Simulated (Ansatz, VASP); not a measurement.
**One calculation of TiSi16, two programs**

```
Si Ti
1.0
     0.00000    5.43000    5.43000
     5.43000    0.00000    5.43000
     5.43000    5.43000    0.00000
Si Ti
16 1
Cartesian
  -0.0370 0.0215 -0.0814
  1.3452 1.4394 1.2763
  2.6418 2.7554 -0.0413
  3.9929 4.0501 1.2546
  2.7005 0.0410 2.6744
  4.0275 1.4054 4.0395
  5.3932 2.7139 2.6549
  6.7748 4.0729 4.0729
  -0.0365 2.7971 2.6938
  1.3542 4.0939 4.0517
  2.6602 5.4704 2.6745
  3.9940 6.8903 4.0949
  2.7033 2.7562 5.3895
  4.0278 4.1061 6.7402
  5.3938 5.4904 5.4319
  6.7854 6.8481 6.7276
  10.8047 5.4701 8.1048
```

Alike in both runs: functional PBE; k mesh 2 × 2 × 2; occupations gaussian, width 0.02 eV; no spin polarisation.

Ansatz relaxed the structure, and its values are those at the end. VASP's run is a single point on that final structure, the one shown.

```csv
,VASP,Ansatz
version,VASP 6.6.1,Ansatz 0.2.0
potentials or method,"VASP PAW PBE potentials, release 64 (Si, Ti_sv), cutoff 520 eV","scalar-relativistic, plane waves, PAW"
valence electrons in the cell,76,76
```

|  | VASP | Ansatz | Ansatz less VASP |
| --- | --- | --- | --- |
| rms of the force components (eV/Å) | 0.004 | 0.004 | +0.0001 |

The k mesh is coarse, so the values compare programs but aren't converged.
